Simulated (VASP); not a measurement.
A run of VASP 6.6.1:

The input INCAR:

```
  PREC = Accurate
  ENCUT = 520
  EDIFF = 1E-7
  ISMEAR = -1
  SIGMA = 0.1
  LREAL = False
  LASPH = True
  NELM = 80
  ALGO = Normal
  ISIF = 2
  LWAVE = False
  LCHARG = False
  GGA = RP
  NBANDS = 24
```

KPOINTS

```
regular mesh
0
Gamma
  8 8 11
```

POSCAR

```
Sc
1.0
    5.4160649967      0.0000000000      0.0000000000
   -2.7080324984      4.6904498757      0.0000000000
    0.0000000000      0.0000000000      3.3795231834
Sc
3
Direct
    0.0000000000      0.0000000000      0.0000000000
    0.3333333333      0.6666666667      0.5000000000
    0.6666666667      0.3333333333      0.5000000000
```

Potentials or basis: VASP PAW PBE potentials, release 64 (Sc_sv).

The run is started by

```sh
$ cat potpaw_PBE.64/Sc_sv/POTCAR > POTCAR
$ mpirun -np 1 vasp_std > vasp.out
```

Hardware: 1 thread of Intel(R) Xeon(R) 6975P-C (Granite Rapids), with other jobs on the host.

Estimate the wall time of this run.

It took 64 s on 1 thread of Intel(R) Xeon(R) 6975P-C (Granite Rapids), on a shared host, peak memory 0.25 GiB. Counts: scf iterations 17, k points 60.
